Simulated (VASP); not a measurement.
# Si2W (P6_222) in VASP: notebook

The runs below take Si2W through relaxation of cell and atoms, single point, with LDA.

Program: VASP 6.6.1. These are calculated values, not measurements. Logs are shortened: lines on timing, memory, paths and dates and some standing lists are left out, and cuts for length are marked.

## (1) The cell of the first run

Symmetry: P6_222, No. 180, hexagonal system. The conventional cell has a = 4.554 Å, b = 4.554 Å, c = 6.570 Å, α = 90.00°, β = 90.00°, γ = 120.00°. Within 3.4 Å of Si (site symmetry 2) lie 9 Si at 2.54 to 3.19 Å and 5 W at 2.56 to 2.65 Å. Within 3.4 Å of W (site symmetry 222) lie 10 Si at 2.56 to 2.65 Å and 4 W at 3.16 Å.

## (2) Relaxation of cell and atoms, LDA

INCAR

```
SYSTEM = Si2W
  ALGO = Normal
  EDIFF = 1E-6
  EDIFFG = -0.002
  ENCUT = 600
  IBRION = 2
  ISIF = 3
  ISMEAR = 0
  LASPH = .True.
  LCHARG = .False.
  LREAL = .False.
  LWAVE = .False.
  NELM = 100
  NSW = 100
  PREC = Accurate
  SIGMA = 0.1
```

KPOINTS

```
k-points
0
Gamma
  9 9 6
  0 0 0
```

POSCAR

```
Si2W
1.0
    4.5539675846      0.0000000000      0.0000000000
   -2.2769837923      3.9438516163      0.0000000000
    0.0000000000      0.0000000000      6.5696629783
Si W
6 3
Direct
    0.8360443056      0.6720886113      0.5000000000
    0.1639556944      0.8360443056      0.8333333333
    0.6720886113      0.8360443056      0.1666666667
    0.1639556944      0.3279113887      0.5000000000
    0.8360443056      0.1639556944      0.8333333333
    0.3279113887      0.1639556944      0.1666666667
    0.0000000000      0.5000000000      0.1666666667
    0.5000000000      0.5000000000      0.8333333333
    0.5000000000      0.0000000000      0.5000000000
```

Potentials or basis: VASP PAW LDA potentials, release 64 (Si, W_sv).

Launch:

```console
> cat potpaw_LDA.64/Si/POTCAR potpaw_LDA.64/W_sv/POTCAR > POTCAR
> mpirun -np 1 vasp_std > vasp.out
```

OUTCAR:

```text
SYSTEM = Si2W
   EDIFF = 1E-6
   EDIFFG = -0.002
   ENCUT = 600
   IBRION = 2
   ISIF = 3
   ISMEAR = 0
   LASPH = .True.
   LREAL = .False.
   NELM = 100
   NSW = 100
   PREC = Accurate

 ion  position               nearest neighbor table
   1  0.836  0.672  0.500-   3 2.54   2 2.54   8 2.56   7 2.56   4 2.59   9 2.62   9 2.62   9 2.65
                             4 2.65   4 2.65   6 3.13   5 3.13
   2  0.164  0.836  0.833-   1 2.54   6 2.54   9 2.56   7 2.56   5 2.59   8 2.62   8 2.62   8 2.65
                             5 2.65   5 2.65   4 3.13   3 3.13
   3  0.672  0.836  0.167-   1 2.54   5 2.54   9 2.56   8 2.56   6 2.59   7 2.62   7 2.62   7 2.65
                             6 2.65   6 2.65   4 3.13   2 3.13
   4  0.164  0.328  0.500-   6 2.54   5 2.54   8 2.56   7 2.56   1 2.59   9 2.62   9 2.62   9 2.65
                             1 2.65   1 2.65   3 3.13   2 3.13
   5  0.836  0.164  0.833-   4 2.54   3 2.54   9 2.56   7 2.56   2 2.59   8 2.62   8 2.62   8 2.65
                             2 2.65   2 2.65   1 3.13   6 3.13
   6  0.328  0.164  0.167-   4 2.54   2 2.54   9 2.56   8 2.56   3 2.59   7 2.62   7 2.62   7 2.65
                             3 2.65   3 2.65   1 3.13   5 3.13
   7  0.000  0.500  0.167-   1 2.56   4 2.56   2 2.56   5 2.56   3 2.62   6 2.62   6 2.62   3 2.62
                             3 2.65   6 2.65   9 3.16   9 3.16   8 3.16   8 3.16
   8  0.500  0.500  0.833-   1 2.56   4 2.56   3 2.56   6 2.56   2 2.62   5 2.62   2 2.62   5 2.62
                             5 2.65   2 2.65   9 3.16   9 3.16   7 3.16   7 3.16
   9  0.500  0.000  0.500-   2 2.56   5 2.56   3 2.56   6 2.56   1 2.62   4 2.62   4 2.62   1 2.62
                             4 2.65   1 2.65   7 3.16   8 3.16   8 3.16   7 3.16

  LATTYP: Found a hexagonal cell.
 ALAT       =     4.5539675846
 C/A-ratio  =     1.4426240100

  Lattice vectors:

 A1 = (   4.5539675846,   0.0000000000,   0.0000000000)
 A2 = (  -2.2769837923,   3.9438516163,   0.0000000000)
 A3 = (   0.0000000000,   0.0000000000,   6.5696629783)

Analysis of symmetry for initial positions (statically):
=====================================================================
 Subroutine PRICEL returns:
 Original cell was already a primitive cell.

 Routine SETGRP: Setting up the symmetry group for a
 hexagonal supercell.

 Subroutine GETGRP returns: Found 12 space group operations
 (whereof  4 operations were pure point group operations)
 out of a pool of 24 trial point group operations.

The static configuration has the point symmetry D_2 .
 The point group associated with its full space group is D_6 .

Analysis of symmetry for dynamics (positions and initial velocities):
=====================================================================
 Subroutine PRICEL returns:
 Original cell was already a primitive cell.

 Routine SETGRP: Setting up the symmetry group for a
 hexagonal supercell.

 Subroutine GETGRP returns: Found 12 space group operations
 (whereof  4 operations were pure point group operations)
 out of a pool of 24 trial point group operations.

The dynamic configuration has the point symmetry D_2 .
 The point group associated with its full space group is D_6 .

 Subroutine INISYM returns: Found 12 space group operations
 (whereof  4 operations are pure point group operations),
 and found     1 'primitive' translations

----------------------------------------------------------------------------------------

                                     Primitive cell

  volume of cell :     117.9923

  direct lattice vectors                    reciprocal lattice vectors
     4.553967585  0.000000000  0.000000000     0.219588739  0.126779618  0.000000000
    -2.276983792  3.943851616  0.000000000     0.000000000  0.253559235  0.000000000
     0.000000000  0.000000000  6.569662978     0.000000000  0.000000000  0.152214810

  length of vectors
     4.553967585  4.553967585  6.569662978     0.253559235  0.253559235  0.152214810

  position of ions in fractional coordinates (direct lattice)
     0.836044306  0.672088611  0.500000000
     0.163955694  0.836044306  0.833333333
     0.672088611  0.836044306  0.166666667
     0.163955694  0.327911389  0.500000000
     0.836044306  0.163955694  0.833333333
     0.327911389  0.163955694  0.166666667
     1.000000000  0.500000000  0.166666667
     0.500000000  0.500000000  0.833333333
     0.500000000  0.000000000  0.500000000

  ion indices of the primitive-cell ions
   primitive index   ion index
                 1           1
                 2           2
                 3           3
                 4           4
                 5           5
                 6           6
                 7           7
                 8           8
                 9           9

----------------------------------------------------------------------------------------

 KPOINTS: k-points

Automatic generation of k-mesh.
 Grid dimensions read from file:
 generate k-points for:    9    9    6

 Generating k-lattice:

  Cartesian coordinates                     Fractional coordinates (reciprocal lattice)
     0.024398749  0.014086624  0.000000000     0.111111111 -0.000000000  0.000000000
     0.000000000  0.028173248  0.000000000     0.000000000  0.111111111  0.000000000
     0.000000000  0.000000000  0.025369135     0.000000000  0.000000000  0.166666667

  Length of vectors
     0.028173248  0.028173248  0.025369135

  Shift w.r.t. Gamma in fractional coordinates (k-lattice)
     0.000000000  0.000000000  0.000000000

 Subroutine IBZKPT returns following result:
 ===========================================

 Found     48 irreducible k-points:

 Following reciprocal coordinates:
            Coordinates               Weight
  0.000000  0.000000  0.000000      1.000000
  0.111111 -0.000000  0.000000      6.000000
  0.222222 -0.000000  0.000000      6.000000
  0.333333 -0.000000  0.000000      6.000000
  0.444444 -0.000000  0.000000      6.000000
  0.111111  0.111111  0.000000      6.000000
[... 16 lines left out ...]
  0.333333  0.222222  0.166667     24.000000
  0.333333  0.333333  0.166667      4.000000
 [... further k-points ...]
   k-points           NKPTS =     48   k-points in BZ     NKDIM =     48   number of bands    NBANDS=     39
   number of dos      NEDOS =    301   number of ions     NIONS =      9
   total plane-waves  NPLWV =  69984
   dimension x,y,z NGX =    36 NGY =   36 NGZ =   54
   dimension x,y,z NGXF=    72 NGYF=   72 NGZF=  108
   ions per type =               6   3
   NGX,Y,Z   is equivalent  to a cutoff of  13.14, 13.14, 13.66 a.u.
   NGXF,Y,Z  is equivalent  to a cutoff of  26.28, 26.28, 27.33 a.u.
 SYSTEM =  Si2W
   PREC   = accura    normal or accurate (medium, high low for compatibility)
   ISTART =      0    job   : 0-new  1-cont  2-samecut
   ICHARG =      2    charge: 1-file 2-atom 10-const
   ISPIN  =      1    spin polarized calculation?
   LNONCOLLINEAR =      F non collinear calculations
   LSORBIT =      F    spin-orbit coupling
   LASPH  =      T    aspherical Exc in radial PAW
   ENCUT  =  600.0 eV  44.10 Ry    6.64 a.u.   9.10  9.10 13.12*2*pi/ulx,y,z
   NELM   =    100;   NELMIN=  2; NELMDL= -5     # of ELM steps
   EDIFF  = 0.1E-05   stopping-criterion for ELM
   LREAL  =      F    real-space projection
   EDIFFG = -.2E-02   stopping-criterion for IOM
   NSW    =    100    number of steps for IOM
   IBRION =      2    ionic relax: 0-MD 1-quasi-New 2-CG
   NFREE  =      1    steps in history (QN), initial steepest desc. (CG)
   ISIF   =      3    stress and relaxation
   ISYM   =      2    0-nonsym 1-usesym 2-fastsym
   POTIM  = 0.5000    time-step for ionic-motion
   TEBEG  =    0.0;   TEEND  =   0.0 temperature during run
   PSTRESS=    0.0 pullay stress
   NELECT =      66.0000    total number of electrons
   NUPDOWN=      -1.0000    fix difference up-down
   EMIN   =  10.00;   EMAX   =-10.00  energy-range for DOS
   EFERMI =   0.00;   METHOD = LEGACY
   ISMEAR =     0;   SIGMA  =   0.10  broadening in eV -4-tet -1-fermi 0-gaus
   EFERMI_NEDOS =   21; number of points for ismear=-14 and -15
   IALGO  =     38    algorithm
   IMIX   =      4    mixing-type and parameters
     AMIX     =   0.40;   BMIX     =  1.00
     AMIX_MAG =   1.60;   BMIX_MAG =  1.00
  volume/ion in A,a.u.               =      13.11        88.47
  Fermi-wavevector in a.u.,A,eV,Ry     =   1.348875  2.549004 24.755297  1.819463
  Thomas-Fermi vector in A             =   2.476508
   LORBIT       =      0    0 simple, 1 ext, 2 COOP (PROOUT), +10 PAW based schemes
   GGA     = CA    functional components
   LHFCALC =     F    Hartree Fock is set to
   AEXX    =    0.0000 exact exchange contribution
   IVDW    =     0    specifies the selected vdW correction
   LEPSILON=     F    determine dielectric tensor
   LRPA    =     F    only Hartree local field effects (RPA)
 conjugate gradient relaxation of ions
 non-spin polarized calculation
 Gauss-broadening in eV      SIGMA  =   0.10
  energy-cutoff  :      600.00
  volume of cell :      117.99
 maximum number of plane-waves:      3957
   NGX = 19   NGY = 19   NGZ = 27

--------------------------------------- Ionic step        1  -------------------------------------------

 number of electron      66.0000000 magnetization

 Free energy of the ion-electron system (eV)
  ---------------------------------------------------
  ext. energy  EPLUGINS =         0.00000000
  ---------------------------------------------------
  free energy    TOTEN  =       -81.47927220 eV

  energy without entropy =      -81.47817768  energy(sigma->0) =      -81.47872494

------------------------ aborting loop because EDIFF is reached ----------------------------------------

  FORCE on cell =-STRESS in cart. coord.  units (eV):
  Direction    XX          YY          ZZ          XY          YZ          ZX
  --------------------------------------------------------------------------------------
  -------------------------------------------------------------------------------------
  Total        0.2817364      0.2817364      0.2993176      0.0000000      0.0000000      0.0000000
  in kB        3.8256035      3.8256035      4.0643325      0.0000000      0.0000000      0.0000000
  external PRESSURE =       3.9051798 kB  Pullay stress =       0.0000000 kB
[... 200 lines left out ...]
  energy  without entropy=      -81.4784545707  energy(sigma->0) =      -81.47900417

--------------------------------------- Ionic step        6  -------------------------------------------

 number of electron      66.0000000 magnetization

 Free energy of the ion-electron system (eV)
  ---------------------------------------------------
  ext. energy  EPLUGINS =         0.00000000
  ---------------------------------------------------
  free energy    TOTEN  =       -81.47955488 eV

  energy without entropy =      -81.47845422  energy(sigma->0) =      -81.47900455

 E-fermi :  12.8801     XC(G=0): -12.7702

 val. band max:       12.8201035995   @ k =   0.4444  -0.0000   0.5000
 cond. band min:      12.9363453154   @ k =   0.4444  -0.0000   0.0000
 fundamental gap:      0.1162417159
 Fermi energy:        12.8801199038

 k-point     1 :       0.0000    0.0000    0.0000
  band No.  band energies     occupation
      1     -60.9728      2.00000
      2     -60.9579      2.00000
      3     -60.9579      2.00000
      4     -25.6403      2.00000
      5     -25.6355      2.00000
      6     -25.6355      2.00000
[... 997 lines left out ...]
     38      14.3832      0.00000
     39      14.5851      0.00000

 [... further k-points ...]
[... 5 lines left out ...]
  --------------------------------------------------------------------------------------
  -------------------------------------------------------------------------------------
  Total        0.0061989      0.0061989     -0.0112768     -0.0000000     -0.0000000      0.0000000
  in kB        0.0840423      0.0840423     -0.1528864     -0.0000000     -0.0000000      0.0000000
  external PRESSURE =       0.0050661 kB  Pullay stress =       0.0000000 kB
[... 24 lines left out ...]
  FREE ENERGIE OF THE ION-ELECTRON SYSTEM (eV)
  ---------------------------------------------------
  free  energy   TOTEN  =       -81.4795548797 eV

  energy  without entropy=      -81.4784542247  energy(sigma->0) =      -81.47900455

 reached required accuracy - stopping structural energy minimisation
```

Run time: 10 min. Hardware: 1 thread of Intel Xeon Platinum 8259CL at 2.50GHz (Skylake/Cascade Lake), shared host; peak memory 0.35 GiB.

What came out:

* Free energy: -81.4796 eV
* Relaxed volume: 13.13 Å³/atom
* Relaxed cell: a = 4.556 Å, b = 4.556 Å, c = 6.573 Å, α = 90.00°, β = 90.00°, γ = 120.00°
* Space group after relaxing (to 0.1 Å): P6_222 (No. 180)
* Energy gained by relaxing: 0.0 meV/atom
* Ionic steps: 6
* Pressure after relaxing: 0.0 GPa
* Band gap on the k mesh: 0.12 eV (least direct gap 0.68 eV)

The path:
| step | energy change (eV) | largest force (eV/Å) | pressure (GPa) | volume (Å³) |
| --- | --- | --- | --- | --- |
| 1 | 0.0000 | 0.0182 | 0.39 | 117.99 |
| 2 | 0.0005 | 0.0009 | -0.72 | 118.54 |
| 3 | -0.0003 | 0.0113 | -0.02 | 118.19 |
| 4 | -0.0003 | 0.0114 | -0.02 | 118.19 |
| 5 | -0.0003 | 0.0026 | 0.00 | 118.18 |
| 6 | -0.0003 | 0.0005 | 0.00 | 118.18 |

Final structure:
```cif
data_structure
_symmetry_space_group_name_H-M 'P 1'
_symmetry_Int_Tables_number 1
_cell_length_a 4.5564
_cell_length_b 4.5564
_cell_length_c 6.5728
_cell_angle_alpha 90.000
_cell_angle_beta 90.000
_cell_angle_gamma 120.000
_cell_volume 118.18
loop_
_atom_site_label
_atom_site_type_symbol
_atom_site_fract_x
_atom_site_fract_y
_atom_site_fract_z
_atom_site_occupancy
Si1 Si 0.83617 0.67234 0.50000 1
Si2 Si 0.16383 0.83617 0.83333 1
Si3 Si 0.67234 0.83617 0.16667 1
Si4 Si 0.16383 0.32766 0.50000 1
Si5 Si 0.83617 0.16383 0.83333 1
Si6 Si 0.32766 0.16383 0.16667 1
W1 W 0.00000 0.50000 0.16667 1
W2 W 0.50000 0.50000 0.83333 1
W3 W 0.50000 0.00000 0.50000 1
```

Levels at points of the mesh, in eV from the valence-band top:
| k point | band 29 | band 30 | band 31 | band 32 | band 33 | band 34 | band 35 | band 36 | band 37 | band 38 |
| --- | --- | --- | --- | --- | --- | --- | --- | --- | --- | --- |
| (0.00, 0.00, 0.00) | -3.37 | -3.37 | -2.99 | -2.51 | -0.95 | 2.34 | 2.34 | 2.40 | 2.55 | 2.72 |
| (0.00, 0.00, 0.50) | -2.67 | -2.67 | -2.49 | -0.74 | -0.74 | 1.91 | 2.21 | 2.21 | 2.41 | 2.51 |

Caveat: spin-orbit coupling is left out, which moves the levels of the heavy elements. A k mesh can miss the band edges.

## (3) Single point, LDA

INCAR

```
ALGO = Normal ; EDIFF = 1E-6
ENCUT = 520 ; ISIF = 2
ISMEAR = 0 ; LASPH = T
LCHARG = F ; LREAL = F
LWAVE = F ; NBANDS = 43
NELM = 100 ; PREC = Accurate
SIGMA = 0.01
```

KPOINTS

```
k-points
0
Gamma
  9 9 6
```

POSCAR

```
Si2W
1.0
    4.5514321312      0.0000000000      0.0000000000
   -2.2757160656      3.9416558492      0.0000000000
    0.0000000000      0.0000000000      6.5673842039
Si W
6 3
Direct
    0.8361243502      0.6722487004      0.5000000000
    0.1638756498      0.8361243502      0.8333333333
    0.6722487004      0.8361243502      0.1666666667
    0.1638756498      0.3277512996      0.5000000000
    0.8361243502      0.1638756498      0.8333333333
    0.3277512996      0.1638756498      0.1666666667
    0.0000000000      0.5000000000      0.1666666667
    0.5000000000      0.5000000000      0.8333333333
    0.5000000000      0.0000000000      0.5000000000
```

Potentials or basis: VASP PAW LDA potentials, release 64 (Si, W_sv).

Launch:

```console
> cat potpaw_LDA.64/Si/POTCAR potpaw_LDA.64/W_sv/POTCAR > POTCAR
> mpirun -np 1 vasp_std > vasp.out
```

Run time: 4 min. Hardware: 1 thread of Intel Xeon Platinum 8488C (Sapphire Rapids), shared host; peak memory 0.31 GiB.

The run converged. Its results:

| Property | Result |
| --- | --- |
| Free energy | -81.4774 eV |
| Pressure | 0.7 GPa |
| Largest force | 0.007 eV/Å |
| Band gap on the k mesh | 0.12 eV (least direct gap 0.69 eV) |

Forces on the atoms (eV/Å):
```
Si   0.000  0.007  0.000
Si  -0.006  0.004  0.000
Si   0.006  0.004  0.000
Si   0.000 -0.007  0.000
Si   0.006 -0.004  0.000
Si  -0.006 -0.004  0.000
W    0.000  0.000  0.000
W    0.000  0.000  0.000
W    0.000  0.000  0.000
```

Levels at points of the mesh, in eV from the valence-band top:
```tsv
k point	band 29	band 30	band 31	band 32	band 33	band 34	band 35	band 36	band 37	band 38
(0.00, 0.00, 0.00)	-3.37	-3.37	-3.00	-2.52	-0.96	2.35	2.35	2.41	2.57	2.73
(0.00, 0.00, 0.50)	-2.68	-2.68	-2.48	-0.74	-0.74	1.92	2.23	2.23	2.43	2.51
```

Caveat: spin-orbit coupling is left out, which moves the levels of the heavy elements. A k mesh can miss the band edges.

## (4) Relaxation of cell and atoms, LDA

INCAR

```
PREC = Accurate
ENCUT = 600
EDIFF = 1E-7
ISMEAR = 0
SIGMA = 0.01
LREAL = False
LASPH = True
NELM = 100
ALGO = Normal
ISIF = 3
LWAVE = False
LCHARG = False
GGA = CA
IBRION = 2
NSW = 100
EDIFFG = -0.002
```

KPOINTS

```
Automatic mesh
0
Gamma
  9 9 6
```

POSCAR

```
Si2W
1.0
    4.5515367757      0.0000000000      0.0000000000
   -2.2757683879      3.9417464741      0.0000000000
    0.0000000000      0.0000000000      6.5670079960
Si W
6 3
Direct
    0.8361210232      0.6722420464      0.5000000000
    0.1638789768      0.8361210232      0.8333333333
    0.6722420464      0.8361210232      0.1666666667
    0.1638789768      0.3277579536      0.5000000000
    0.8361210232      0.1638789768      0.8333333333
    0.3277579536      0.1638789768      0.1666666667
    0.0000000000      0.5000000000      0.1666666667
    0.5000000000      0.5000000000      0.8333333333
    0.5000000000      0.0000000000      0.5000000000
```

Launch:

```console
> cat potpaw_LDA.64/Si/POTCAR potpaw_LDA.64/W_sv/POTCAR > POTCAR
> mpirun -np 1 vasp_std > vasp.out
```

Wall time 13 min (1 thread of Intel Xeon Platinum 8488C (Sapphire Rapids), shared host); peak memory 0.35 GiB.

Results (log left out):

- Free energy: -81.4791 eV
- Relaxed volume: 13.13 Å³/atom
- Relaxed cell: a = 4.556 Å, b = 4.556 Å, c = 6.573 Å, α = 90.00°, β = 90.00°, γ = 120.00°
- Space group after relaxing (to 0.1 Å): P6_222 (No. 180)
- Energy gained by relaxing: 0.1 meV/atom
- Ionic steps: 5
- Pressure after relaxing: 0.0 GPa
- Band gap on the k mesh: 0.12 eV (least direct gap 0.68 eV)

The path:
```
step  energy change (eV)  largest force (eV/Å)  pressure (GPa)  volume (Å³)
   1              0.0000                0.0080            0.75       117.82
   2              0.0021                0.0054           -1.39       118.87
   3             -0.0008                0.0033            0.00       118.18
   4             -0.0008                0.0034            0.01       118.17
   5             -0.0009                0.0011            0.01       118.17
```

Final structure:
```cif
data_structure
_symmetry_space_group_name_H-M 'P 1'
_symmetry_Int_Tables_number 1
_cell_length_a 4.5563
_cell_length_b 4.5563
_cell_length_c 6.5731
_cell_angle_alpha 90.000
_cell_angle_beta 90.000
_cell_angle_gamma 120.000
_cell_volume 118.17
loop_
_atom_site_label
_atom_site_type_symbol
_atom_site_fract_x
_atom_site_fract_y
_atom_site_fract_z
_atom_site_occupancy
Si1 Si 0.83616 0.67231 0.50000 1
Si2 Si 0.16384 0.83616 0.83333 1
Si3 Si 0.67231 0.83616 0.16667 1
Si4 Si 0.16384 0.32769 0.50000 1
Si5 Si 0.83616 0.16384 0.83333 1
Si6 Si 0.32769 0.16384 0.16667 1
W1 W 0.00000 0.50000 0.16667 1
W2 W 0.50000 0.50000 0.83333 1
W3 W 0.50000 0.00000 0.50000 1
```

Levels at points of the mesh, in eV from the valence-band top:
| k point | band 30 | band 31 | band 32 | band 33 | band 34 | band 35 | band 36 | band 37 |
| --- | --- | --- | --- | --- | --- | --- | --- | --- |
| (0.00, 0.00, 0.00) | -3.36 | -2.99 | -2.51 | -0.95 | 2.34 | 2.34 | 2.40 | 2.55 |
| (0.00, 0.00, 0.50) | -2.67 | -2.48 | -0.74 | -0.74 | 1.91 | 2.21 | 2.21 | 2.41 |

Caveat: spin-orbit coupling is left out, which moves the levels of the heavy elements. A k mesh can miss the band edges.

(Part 1 of 2 ends here.)
